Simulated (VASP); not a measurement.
The system is MgS (Niningerite).

```
CELL_PARAMETERS angstrom
0.00000 2.54854 2.54854
2.54854 0.00000 2.54854
2.54854 2.54854 0.00000
ATOMIC_POSITIONS crystal
S 0.50000 0.50000 0.50000
Mg 0.00000 0.00000 0.00000
```

Base run:

| Item | Value |
| --- | --- |
| Program | VASP 6.6.1 |
| Functional | PBEsol |
| Potentials or basis | VASP PAW PBE potentials, release 64 (S, Mg) |
| Cutoff | 520 eV |
| k mesh | 9 × 9 × 9 |
| Occupations | fermi-dirac, width 0.05 eV |
| Spin | no spin polarisation |

Its results: band gap on the k mesh 2.96 eV, indirect (least direct gap 4.10 eV); pressure 4.1 GPa.

Problem. The run is repeated on the same cell with these changes: functional from PBEsol to PBE; further incar settings from ALGO = Normal; EDIFF = 1e-06; NBANDS = 11 to ALGO = Normal; EDIFF = 1e-07; NBANDS = 11. What comes out?

Solution. Band gap on the k mesh 3.04 eV, indirect (least direct gap 4.22 eV); pressure 6.4 GPa.

Caveats: the PAW data sets were made with another functional, which shifts forces and pressure a little (some runs).

A k mesh can miss the band edges.
